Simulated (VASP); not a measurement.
# Ta12Si in VASP: single point with LDA

Aim: the single point of Ta12Si with LDA.

All numbers are computed with VASP 6.6.1; they aren't measurements. Logs are shortened: lines on timing, memory, paths and dates and some standing lists are left out, and cuts for length are marked.

### 1 The cell of the first run

The cell holds a slab with vacuum, 13 atoms: a = 5.634 Å, b = 5.634 Å, c = 19.944 Å, α = 90.00°, β = 90.00°, γ = 109.47°.

### 2 Single point, LDA

File INCAR:

```
  ALGO = Normal
  DIPOL = 0.5 0.5 0.329
  EDIFF = 1E-6
  ENCUT = 520
  IDIPOL = 3
  ISIF = 2
  ISMEAR = 0
  LASPH = True
  LCHARG = False
  LDIPOL = True
  LREAL = False
  LWAVE = False
  NBANDS = 80
  NELM = 60
  PREC = Accurate
  SIGMA = 0.1
```

File KPOINTS:

```
k-points
0
Gamma
  5 5 1
```

File POSCAR:

```
Ta12Si
1.0
    5.6341016690      0.0000000000      0.0000000000
   -1.8780338897      5.3118819947      0.0000000000
    0.0000000000      0.0000000000     19.9444203651
Ta Si
12 1
Direct
    0.2500000000      0.2500000000      0.2005573452
    0.2500000000      0.7500000000      0.2005573452
    0.7500000000      0.2500000000      0.2005573452
    0.7500000000      0.7500000000      0.2005573452
    0.0000000000      0.0000000000      0.3119800438
    0.0000000000      0.5000000000      0.3119800438
    0.5000000000      0.0000000000      0.3119800438
    0.5000000000      0.5000000000      0.3119800438
    0.2254771884      0.2333214978      0.4214941005
    0.2329862173      0.7464219476      0.4257016304
    0.7289816431      0.2590643935      0.4264334338
    0.7325460182      0.7536802648      0.4308697482
    0.3333333333      0.5000000000      0.5202621512
```

Potentials or basis: VASP PAW LDA potentials, release 64 (Ta_pv, Si).

Run with:

```console
$ cat potpaw_LDA.64/Ta_pv/POTCAR potpaw_LDA.64/Si/POTCAR > POTCAR
$ mpirun -np 1 vasp_std > vasp.out
```

OUTCAR:

```text
EDIFF = 1E-6
   ENCUT = 520
   ISIF = 2
   ISMEAR = 0
   LASPH = True
   LREAL = False
   NELM = 60
   PREC = Accurate

 ion  position               nearest neighbor table
   1  0.250  0.250  0.201-   5 2.75   8 2.75   2 2.82   2 2.82   3 2.82   3 2.82   7 3.20   6 3.20
                             4 3.25   4 3.25
   2  0.250  0.750  0.201-   6 2.75   7 2.75   1 2.82   1 2.82   4 2.82   4 2.82   5 3.20   8 3.20
                             3 3.25   3 3.25
   3  0.750  0.250  0.201-   6 2.75   7 2.75   4 2.82   4 2.82   1 2.82   1 2.82   5 3.20   8 3.20
                             2 3.25   2 3.25
   4  0.750  0.750  0.201-   5 2.75   8 2.75   3 2.82   3 2.82   2 2.82   2 2.82   7 3.20   6 3.20
                             1 3.25   1 3.25
   5  0.000  0.000  0.312-   9 2.65   4 2.75   1 2.75   6 2.82   6 2.82   7 2.82   7 2.82  12 2.90
                            10 3.19   2 3.20   3 3.20   8 3.25   8 3.25  11 3.34
   6  0.000  0.500  0.312-  10 2.75   3 2.75   2 2.75   5 2.82   5 2.82   8 2.82   8 2.82  11 2.83
                             9 3.15   4 3.20   1 3.20   7 3.25   7 3.25  12 3.37
   7  0.500  0.000  0.312-   2 2.75   3 2.75  11 2.78   8 2.82   8 2.82   5 2.82   5 2.82  10 2.83
                             1 3.20   4 3.20   9 3.20  12 3.24   6 3.25   6 3.25
   8  0.500  0.500  0.312-   1 2.75   4 2.75   9 2.81   7 2.82   7 2.82   6 2.82   6 2.82  12 2.85
                            11 3.14   2 3.20   3 3.20   5 3.25   5 3.25  10 3.28
   9  0.225  0.233  0.421-  13 2.43   5 2.65  10 2.76  11 2.79   8 2.81  11 2.85  10 2.88   6 3.15
                            12 3.17   7 3.20  12 3.35
  10  0.233  0.746  0.426-  13 2.52   6 2.75   9 2.76  12 2.80   7 2.83  12 2.84   9 2.88   5 3.19
                            11 3.23   8 3.28  11 3.28
  11  0.729  0.259  0.426-  12 2.78   7 2.78   9 2.79   6 2.83   9 2.85  12 2.86   8 3.14  10 3.23
                            10 3.28   5 3.34
  12  0.733  0.754  0.431-  11 2.78  10 2.80  10 2.84   8 2.85  13 2.85  11 2.86   5 2.90   9 3.17
                             7 3.24   9 3.35   6 3.37
  13  0.333  0.500  0.520-   9 2.43  10 2.52  12 2.85

  LATTYP: Found a base centered orthorhombic cell.
 ALAT       =     6.5057002304
 B/A-ratio  =     1.4142135624
 C/A-ratio  =     3.0656838862

  Lattice vectors:

 A1 = (   5.6341016690,   0.0000000000,   0.0000000000)
 A2 = (  -1.8780338897,   5.3118819947,   0.0000000000)
 A3 = (   0.0000000000,   0.0000000000,  19.9444203651)

Analysis of symmetry for initial positions (statically):
=====================================================================
 Subroutine PRICEL returns:
 Original cell was already a primitive cell.

 Routine SETGRP: Setting up the symmetry group for a
 base centered orthorhombic supercell.

 Subroutine GETGRP returns: Found  1 space group operations
 (whereof  1 operations were pure point group operations)
 out of a pool of  8 trial point group operations.

The static configuration has the point symmetry C_1 .

Analysis of symmetry for dynamics (positions and initial velocities):
=====================================================================
 Subroutine PRICEL returns:
 Original cell was already a primitive cell.

 Routine SETGRP: Setting up the symmetry group for a
 base centered orthorhombic supercell.

 Subroutine GETGRP returns: Found  1 space group operations
 (whereof  1 operations were pure point group operations)
 out of a pool of  8 trial point group operations.

The dynamic configuration has the point symmetry C_1 .

 Subroutine INISYM returns: Found  1 space group operations
 (whereof  1 operations are pure point group operations),
 and found     1 'primitive' translations

----------------------------------------------------------------------------------------

                                     Primitive cell

  volume of cell :     596.8903

  direct lattice vectors                    reciprocal lattice vectors
     5.634101669  0.000000000  0.000000000     0.177490585  0.062752398  0.000000000
    -1.878033890  5.311881995  0.000000000     0.000000000  0.188257194  0.000000000
     0.000000000  0.000000000 19.944420365     0.000000000  0.000000000  0.050139336

  length of vectors
     5.634101669  5.634101669 19.944420365     0.188257194  0.188257194  0.050139336

  position of ions in fractional coordinates (direct lattice)
     0.250000000  0.250000000  0.200557345
     0.250000000  0.750000000  0.200557345
     0.750000000  0.250000000  0.200557345
[... 58 lines left out ...]
  0.400000 -0.000000  0.000000      2.000000
  0.000000  0.400000  0.000000      2.000000
  0.200000  0.200000  0.000000      2.000000
  0.400000  0.200000  0.000000      2.000000
  0.200000  0.400000  0.000000      2.000000
 -0.400000  0.200000  0.000000      2.000000
  0.200000 -0.400000  0.000000      2.000000
 -0.200000  0.200000  0.000000      2.000000
  0.400000  0.400000  0.000000      2.000000
 -0.400000  0.400000  0.000000      2.000000
   k-points           NKPTS =     13   k-points in BZ     NKDIM =     13   number of bands    NBANDS=     80
   number of dos      NEDOS =    301   number of ions     NIONS =     13
   total plane-waves  NPLWV = 264600
   dimension x,y,z NGX =    42 NGY =   42 NGZ =  150
   dimension x,y,z NGXF=    84 NGYF=   84 NGZF=  300
   ions per type =              12   1
   NGX,Y,Z   is equivalent  to a cutoff of  12.39, 12.39, 12.50 a.u.
   NGXF,Y,Z  is equivalent  to a cutoff of  24.79, 24.79, 25.01 a.u.
 SYSTEM =  unknown system
   PREC   = accura    normal or accurate (medium, high low for compatibility)
   ISTART =      0    job   : 0-new  1-cont  2-samecut
   ICHARG =      2    charge: 1-file 2-atom 10-const
   ISPIN  =      1    spin polarized calculation?
   LNONCOLLINEAR =      F non collinear calculations
   LSORBIT =      F    spin-orbit coupling
   LASPH  =      T    aspherical Exc in radial PAW
   ENCUT  =  520.0 eV  38.22 Ry    6.18 a.u.  10.48 10.48 37.08*2*pi/ulx,y,z
   NELM   =     60;   NELMIN=  2; NELMDL= -5     # of ELM steps
   EDIFF  = 0.1E-05   stopping-criterion for ELM
   LREAL  =      F    real-space projection
   EDIFFG = 0.1E-04   stopping-criterion for IOM
   NSW    =      0    number of steps for IOM
   IBRION =     -1    ionic relax: 0-MD 1-quasi-New 2-CG
   NFREE  =      0    steps in history (QN), initial steepest desc. (CG)
   ISIF   =      2    stress and relaxation
   ISYM   =      2    0-nonsym 1-usesym 2-fastsym
   POTIM  = 0.5000    time-step for ionic-motion
   TEBEG  =    0.0;   TEEND  =   0.0 temperature during run
   PSTRESS=    0.0 pullay stress
   NELECT =     136.0000    total number of electrons
   NUPDOWN=      -1.0000    fix difference up-down
   EMIN   =  10.00;   EMAX   =-10.00  energy-range for DOS
   EFERMI =   0.00;   METHOD = LEGACY
   ISMEAR =     0;   SIGMA  =   0.10  broadening in eV -4-tet -1-fermi 0-gaus
   EFERMI_NEDOS =   21; number of points for ismear=-14 and -15
   IALGO  =     38    algorithm
   IMIX   =      4    mixing-type and parameters
     AMIX     =   0.40;   BMIX     =  1.00
     AMIX_MAG =   1.60;   BMIX_MAG =  1.00
  volume/ion in A,a.u.               =      45.91       309.85
  Fermi-wavevector in a.u.,A,eV,Ry     =   0.999899  1.889536 13.603088  0.999799
  Thomas-Fermi vector in A             =   2.132220
   LORBIT       =      0    0 simple, 1 ext, 2 COOP (PROOUT), +10 PAW based schemes
   GGA     = CA    functional components
   LHFCALC =     F    Hartree Fock is set to
   AEXX    =    0.0000 exact exchange contribution
   IVDW    =     0    specifies the selected vdW correction
   LEPSILON=     F    determine dielectric tensor
   LRPA    =     F    only Hartree local field effects (RPA)
 non-spin polarized calculation
 Gauss-broadening in eV      SIGMA  =   0.10
  energy-cutoff  :      520.00
  volume of cell :      596.89
 maximum number of plane-waves:     16108
 NGX is ok and might be reduce to    42
   NGX = 21   NGY = 21   NGZ = 75

 dipolmoment           0.000000      0.000000     -0.001062 electrons x Angstroem

 number of electron     135.9999998 magnetization

 dipolmoment           0.000000      0.000000      0.012886 electrons x Angstroem

 Free energy of the ion-electron system (eV)
  ---------------------------------------------------
  ext. energy  EPLUGINS =         0.00000000
  ---------------------------------------------------
  free energy    TOTEN  =      -149.88978157 eV

  energy without entropy =     -149.81059833  energy(sigma->0) =     -149.85018995

 E-fermi :  -0.7409     XC(G=0):  -5.9246

 val. band max:       -0.7463984990   @ k =  -0.4000   0.2000   0.0000
 cond. band min:      -0.7339893733   @ k =   0.2000   0.2000   0.0000
 fundamental gap:      0.0124091257
 Fermi energy:        -0.7408700775

 k-point     1 :       0.0000    0.0000    0.0000
  band No.  band energies     occupation
      1     -35.1473      2.00000
      2     -35.1144      2.00000
      3     -35.0926      2.00000
      4     -35.0762      2.00000
      5     -35.0329      2.00000
      6     -35.0100      2.00000
[... 1068 lines left out ...]
     79       0.8257      0.00000
     80       0.9339      0.00000

------------------------ aborting loop because EDIFF is reached ----------------------------------------

 vacuum level on the upper side and lower side of the slab       (xc-potential included)        -0.123        -0.179

  FORCE on cell =-STRESS in cart. coord.  units (eV):
  Direction    XX          YY          ZZ          XY          YZ          ZX
  --------------------------------------------------------------------------------------
  -------------------------------------------------------------------------------------
  Total      -11.4320398     -8.7469451     -0.0806477     -0.7483735      1.4751159      2.6920972
  in kB      -30.6859654    -23.4786145     -0.2164751     -2.0087897      3.9595171      7.2261471
  external PRESSURE =     -18.1270183 kB  Pullay stress =       0.0000000 kB

 VOLUME and BASIS-vectors are now :
 -----------------------------------------------------------------------------
  energy-cutoff  :      520.00
  volume of cell :      596.89
      direct lattice vectors                 reciprocal lattice vectors
     5.634101669  0.000000000  0.000000000     0.177490585  0.062752398  0.000000000
    -1.878033890  5.311881995  0.000000000     0.000000000  0.188257194  0.000000000
     0.000000000  0.000000000 19.944420365     0.000000000  0.000000000  0.050139336

 POSITION                                       TOTAL-FORCE (eV/Angst)
 -----------------------------------------------------------------------------------
      0.93902      1.32797      4.00000         0.134163      0.038883     -0.035447
     -0.00000      3.98391      4.00000         0.031506     -0.031209      0.065993
      3.75607      1.32797      4.00000         0.041921      0.031134      0.122434
      2.81705      3.98391      4.00000         0.010342     -0.022873      0.074682
      0.00000      0.00000      6.22226        -0.468048     -0.421712     -0.319223
     -0.93902      2.65594      6.22226        -0.503329     -0.201047     -0.182256
      2.81705      0.00000      6.22226         0.001369      0.169719      0.016627
      1.87803      2.65594      6.22226        -0.011116      0.072793      0.081119
      0.83218      1.23938      8.40646         0.005332     -0.020851      0.031452
     -0.08914      3.96491      8.49037        -0.013896      0.017159      0.019363
      3.62062      1.37612      8.50497         0.002512     -0.001235      0.038250
      2.71180      4.00346      8.59345         0.002885      0.007813      0.034029
      0.93902      2.65594     10.37633         0.766359      0.361427      0.052977
 -----------------------------------------------------------------------------------
    total drift:                                0.000022     -0.000177      0.000649

  FREE ENERGIE OF THE ION-ELECTRON SYSTEM (eV)
  ---------------------------------------------------
  free  energy   TOTEN  =      -149.8897815705 eV

  energy  without entropy=     -149.8105983315  energy(sigma->0) =     -149.85018995

 vacuum level on the upper side and lower side of the slab         4.203         4.148
```

Wall time 53 min (1 thread of Intel Xeon 8259CL, shared host); peak memory 0.69 GiB.

What came out:

* Free energy: -149.8898 eV
* Largest force: 0.849 eV/Å
* Band gap on the k mesh: zero (bands 68 and 69 overlap by 0.70 eV)

Forces in eV/Å, atoms in the order of the input:
```
Ta   0.134  0.039 -0.035
Ta   0.032 -0.031  0.066
Ta   0.042  0.031  0.122
Ta   0.010 -0.023  0.075
Ta  -0.468 -0.422 -0.319
Ta  -0.503 -0.201 -0.182
Ta   0.001  0.170  0.017
Ta  -0.011  0.073  0.081
Ta   0.005 -0.021  0.031
Ta  -0.014  0.017  0.019
Ta   0.003 -0.001  0.038
Ta   0.003  0.008  0.034
Si   0.766  0.361  0.053
```

Caveat: spin-orbit coupling is left out, which moves the levels of the heavy elements.
